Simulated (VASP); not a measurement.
## BAs: single point with PBEsol+D3(BJ)

Crystal: BAs.

```
B As
1.0
     0.00000    2.39187    2.39187
     2.39187    0.00000    2.39187
     2.39187    2.39187    0.00000
B As
1 1
Direct
  0.00000 0.00000 0.00000
  0.25000 0.25000 0.25000
```

```yaml
Program: VASP 6.6.1
Task: single point
Functional: PBEsol
Dispersion: D3(BJ)
Potentials_or_basis: VASP PAW PBE potentials, release 64 (B, As)
Cutoff: 500 eV
k_mesh: 6 × 6 × 6
Occupations: gaussian, width 0.01 eV
Spin: no spin polarisation
Dipole_correction: no
Further_INCAR_settings: ALGO = Normal; EDIFF = 1e-06; NBANDS = 11
```

The pressure is -3.7 GPa. The band gap on the k mesh is 1.18 eV, indirect (least direct gap 3.23 eV) and the dispersion energy per atom is -0.273 eV.

Levels at points of the mesh, in eV from the valence-band top:
```
           k point  band 1  band 2  band 3  band 4  band 5  band 6  band 7  band 8
(0.00, 0.00, 0.00)  -15.40    0.00    0.00    0.00    3.23    3.23    3.23    4.63
(0.50, 0.00, 0.00)  -12.53   -8.80   -1.82   -1.82    2.63    4.72    4.72    8.69
(0.50, 0.50, 0.00)  -11.23   -8.51   -4.09   -4.09    1.31    1.34   11.30   11.30
```

It took 5.8 s on 1 thread of Intel Xeon 6975P-C (shared host), peak memory 0.16 GiB.

Caveat: the PAW data sets were made with another functional, which shifts forces and pressure a little. A k mesh can miss the band edges.
